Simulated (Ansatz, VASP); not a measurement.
Mg3Sb2 in VASP and in Ansatz

File INCAR:

```
PREC = Accurate ; ENCUT = 600
EDIFF = 1E-6 ; ISMEAR = 0
SIGMA = 0.01 ; LREAL = False
LASPH = True ; NELM = 120
ALGO = Normal ; ISIF = 2
LWAVE = False ; LCHARG = False
GGA = PS ; NBANDS = 16
GGA_COMPAT = False
```

File KPOINTS:

```
regular mesh
0
Gamma
  3 3 2
```

The input POSCAR:

```
Mg3Sb2
1.0
    4.5820000000      0.0000000000      0.0000000000
   -2.2910000000      3.9681280000      0.0000000000
    0.0000000000      0.0000000000      7.2440000000
Mg Sb
3 2
Direct
    0.3333333333      0.6666666667      0.6300000000
    0.6666666667      0.3333333333      0.3700000000
    0.0000000000      0.0000000000      0.0000000000
    0.3333333333      0.6666666667      0.2350000000
    0.6666666667      0.3333333333      0.7650000000
```

Input for Ansatz:

```yaml
crystal:
  lattice:
    - [4.582, 0.0, 0.0]
    - [-2.291, 3.968128, 0.0]
    - [0.0, 0.0, 7.244]
  atoms:
    - { symbol: Mg, position: [0.3333333333333333, 0.6666666666666666, 0.63] }
    - { symbol: Mg, position: [0.6666666666666666, 0.3333333333333333, 0.37] }
    - { symbol: Mg, position: [0.0, 0.0, 0.0] }
    - { symbol: Sb, position: [0.3333333333333333, 0.6666666666666666, 0.235] }
    - { symbol: Sb, position: [0.6666666666666666, 0.3333333333333333, 0.765] }
kpoints:
  mp_grid:
    grid: [3, 3, 2]
hamiltonian:
  xc: pbesol
scf:
  convergence:
    dr2_threshold: 1.0e-09
  occupations:
    method: fixed
output:
  eigenvalues: true
```

Alike in both runs: task single point; functional PBEsol; k mesh 3 × 3 × 2; no spin polarisation.

```csv
,VASP,Ansatz
version,VASP 6.6.1,Ansatz 0.2.0
potentials or method,"VASP PAW PBE potentials, release 64 (Mg, Sb)","plane waves, PAW"
plane-wave cutoff (eV),600,420
occupations,"gaussian, width 0.01 eV",fixed
valence electrons in the cell,16,60
```

Ansatz gave:

```
gap on the k mesh at the Fermi level (eV) : 0.23
```

Q: Estimate VASP's values.

A: gap on the k mesh at the Fermi level (eV): 0.20.

VASP's potentials were made for PBE, not for PBEsol. VASP's potentials hold 16 valence electrons a cell and Ansatz's 60, so a difference there can come from the potentials and not from the codes.

The k mesh is coarse, so the values compare programs but aren't converged. Spin-orbit coupling is off throughout.
